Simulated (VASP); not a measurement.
Write the native input for VASP 6.6.1 that does the following.

| Quantity | Value |
| --- | --- |
| Task | single point |
| Functional | r2SCAN0 |
| Potentials or basis | VASP PAW PBE potentials, release 64 (Ru_pv, Au) |
| Cutoff | 440 eV |
| k mesh | 5 × 5 × 5 |
| Occupations | fermi-dirac, width 0.05 eV |
| Spin | no spin polarisation |
| Dipole correction | no |
| Grid for exact exchange (PRECFOCK) | Normal |
| Further INCAR settings | ALGO = Normal; EDIFF = 1e-06; NBANDS = 20 |
| Share of exact exchange | 0.25 |

The system is RuAu.

```
Ru Au
1.0
     3.16481    0.00000    0.00000
     0.00000    3.16481    0.00000
     0.00000    0.00000    3.16481
Ru Au
1 1
Direct
  0.00000 0.00000 0.00000
  0.50000 0.50000 0.50000
```

One way to write it, as run:

POSCAR

```
RuAu
1.0
    3.1648100000      0.0000000000      0.0000000000
    0.0000000000      3.1648100000      0.0000000000
    0.0000000000      0.0000000000      3.1648100000
Ru Au
1 1
Direct
    0.0000000000      0.0000000000      0.0000000000
    0.5000000000      0.5000000000      0.5000000000
```

INCAR.step1

```
SYSTEM = RuAu
PREC = Accurate
ENCUT = 440
EDIFF = 1E-5
ISMEAR = -1
SIGMA = 0.05
LREAL = .False.
LASPH = .True.
NELM = 120
ALGO = Normal
ISIF = 2
LWAVE = .True.
NBANDS = 20
GGA = PE
GGA_COMPAT = .False.
```

INCAR.step2

```
SYSTEM = RuAu
PREC = Accurate
ENCUT = 440
EDIFF = 1E-6
ISMEAR = -1
SIGMA = 0.05
LREAL = .False.
LASPH = .True.
NELM = 120
ALGO = Normal
ISIF = 2
LWAVE = .False.
LCHARG = .True.
METAGGA = R2SCAN
LHFCALC = .True.
AEXX = 0.25
LMIXTAU = .True.
PRECFOCK = Normal
LELF = .True.
LVHAR = .True.
NBANDS = 20
ISTART = 1
GGA_COMPAT = .False.
```

KPOINTS

```
regular mesh
0
Gamma
  5 5 5
  0 0 0
```

Potentials or basis: VASP PAW PBE potentials, release 64 (Ru_pv, Au).

Launch:

```sh
$ cat potpaw_PBE.64/Ru_pv/POTCAR potpaw_PBE.64/Au/POTCAR > POTCAR
$ cp INCAR.step1 INCAR
$ mpirun -np 1 vasp_std > vasp.out
$ cp INCAR.step2 INCAR
$ mpirun -np 1 vasp_std > vasp.out
```

Results of the run:

```
Pressure               : -11.8 GPa
Band gap on the k mesh : zero (an odd number of electrons rules out a gap without spin polarisation)
```

Caveat: the k points lie up to 0.40 Å⁻¹ apart, too coarse for converged energies and pressures of a metal; the PAW data sets were made with another functional, which shifts forces and pressure a little; spin-orbit coupling is left out, which moves the levels of the heavy elements.

It took 11 min on 1 thread of AMD EPYC 9R45 96-Core Processor (Zen 5), on a shared host, peak memory 0.14 GiB.
